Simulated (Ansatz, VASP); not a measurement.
CoAuC4N4: VASP beside Ansatz

```xyz
10
Lattice="5.9972 0.0000 0.0000 0.0000 5.9972 0.0000 0.0000 0.0000 5.9972" Properties=species:S:1:pos:R:3 pbc="T T T"
Co    0.0000    0.0000    0.0000
C     1.0886    1.0886    1.0886
C     1.0886    4.9086    4.9086
C     4.9086    1.0886    4.9086
C     4.9086    4.9086    1.0886
Au    2.9986    2.9986    2.9986
N     1.7654    1.7654    1.7654
N     1.7654    4.2318    4.2318
N     4.2318    1.7654    4.2318
N     4.2318    4.2318    1.7654
```

Alike in both runs: functional PBE; k mesh 4 × 4 × 4; occupations gaussian, width 0.1 eV; collinear spin.

Ansatz relaxed the structure, and its values are those at the end. VASP's run is a single point on that final structure, the one shown.

```csv
,VASP,Ansatz
version,VASP 6.6.1,Ansatz 0.2.0
potentials or method,"VASP PAW PBE potentials, release 64 (Co_sv, C, Au_sv_GW, N), cutoff 700 eV","scalar-relativistic, plane waves, PAW"
valence electrons in the cell,72,72
```

VASP gave:

```
gap on the k mesh at the Fermi level (eV)                     : none
pressure (GPa)                                                : 0.4
rms of the force components (eV/Å)                            : 0.177
net moment per atom (μB)                                      : 0.20
size of the moment on the site where the two differ most (μB) : 1.67
```

Task: Which values does Ansatz return?

Result: gap on the k mesh at the Fermi level (eV): none; pressure (GPa): 0.2; rms of the force components (eV/Å): 0.005; net moment per atom (μB): 0.20; size of the moment on the site where the two differ most (μB): 1.56.

Site moments also hang on the region over which each program counts them. A gap of «none» marks a metal or a gap that the smearing closes. One of these differences is far larger than is usual between the two programs; its cause wasn't traced. The functional is the same, so the differences come from potentials, cutoffs and numerics.

Neither program's run includes spin-orbit coupling. Noted on VASP's run: the standard files for N, O and F lose accuracy on very short bonds.
